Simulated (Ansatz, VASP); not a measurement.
## One calculation of GeSe, two programs

File POSCAR:

```
GeSe
1.0
   11.0103042339      0.0000000000      0.0000000000
    0.0000000000      3.8043314356      0.0000000000
    0.0000000000      0.0000000000      4.5363774520
Ge Se
4 4
Direct
    0.1254375735      0.7500000000      0.8860310481
    0.6254375735      0.7500000000      0.6139689519
    0.3745624265      0.2500000000      0.3860310481
    0.8745624265      0.2500000000      0.1139689519
    0.8516134864      0.7500000000      0.4877997614
    0.3516134864      0.7500000000      0.0122002386
    0.6483865136      0.2500000000      0.9877997614
    0.1483865136      0.2500000000      0.5122002386
```

File INCAR.step1:

```
ALGO = Normal ; EDIFF = 1E-5
ENCUT = 550 ; GGA = PE
GGA_COMPAT = False ; ISMEAR = 0
LASPH = True ; LCHARG = False
LREAL = False ; LWAVE = True
NBANDS = 50 ; NELM = 120
PREC = Accurate ; SIGMA = 0.01
```

The input INCAR.step2:

```
ALGO = Normal ; EDIFF = 1E-6
ENCUT = 550 ; GGA_COMPAT = False
ISIF = 2 ; ISMEAR = 0
ISTART = 1 ; LASPH = True
LCHARG = False ; LMIXTAU = True
LREAL = False ; LWAVE = False
METAGGA = R2SCAN ; NBANDS = 50
NELM = 120 ; PREC = Accurate
SIGMA = 0.01
```

KPOINTS

```
k-points
0
Gamma
  2 6 6
```

Input for Ansatz:

```yaml
crystal:
  lattice:
    - [11.0103042339, 0.0, 0.0]
    - [0.0, 3.8043314356, 0.0]
    - [0.0, 0.0, 4.536377452]
  atoms:
    - { symbol: Ge, position: [0.1254375735, 0.75, 0.8860310481] }
    - { symbol: Ge, position: [0.6254375735, 0.75, 0.6139689519] }
    - { symbol: Ge, position: [0.3745624265, 0.25, 0.3860310481] }
    - { symbol: Ge, position: [0.8745624265, 0.25, 0.1139689519] }
    - { symbol: Se, position: [0.8516134864, 0.75, 0.4877997614] }
    - { symbol: Se, position: [0.3516134864, 0.75, 0.0122002386] }
    - { symbol: Se, position: [0.6483865136, 0.25, 0.9877997614] }
    - { symbol: Se, position: [0.1483865136, 0.25, 0.5122002386] }
kpoints:
  mp_grid: { grid: [2, 6, 6] }
  band_path:
    path:
      - [0.0, 0.0, 0.0]
      - [0.5, 0.0, 0.0]
      - [0.5, 0.5, 0.0]
      - [0.0, 0.5, 0.0]
      - [0.0, 0.0, 0.5]
      - [0.5, 0.0, 0.5]
      - [0.5, 0.5, 0.5]
      - [0.0, 0.5, 0.5]
    npoints: 1
hamiltonian:
  xc: r2scan
scf:
  occupations: { method: fixed }
  n_extra_bands: 6
output:
  forces: true
  stress: true
  eigenvalues: true
```

Alike in both runs: task single point; functional r2SCAN; k mesh 2 × 6 × 6; no spin polarisation.

```csv
,VASP,Ansatz
version,VASP 6.6.1,Ansatz 0.2.0
potentials or method,"VASP PAW PBE potentials, release 64 (Ge_d, Se)","plane waves, PAW"
plane-wave cutoff (eV),550,500
occupations,"gaussian, width 0.01 eV",fixed
valence electrons in the cell,80,120
```

```csv
,VASP,Ansatz,Ansatz less VASP
gap on the k mesh at the Fermi level (eV),1.04,1.04,+0.003
pressure (GPa),0.9,0.9,-0.01
rms of the force components (eV/Å),0.009,0.017,+0.0078
```

VASP's potentials were made for PBE, not for r2SCAN. Atom by atom the forces differ by 0.009 eV/Å (rms over components). VASP's potentials hold 80 valence electrons a cell and Ansatz's 120, so a difference there can come from the potentials and not from the codes.
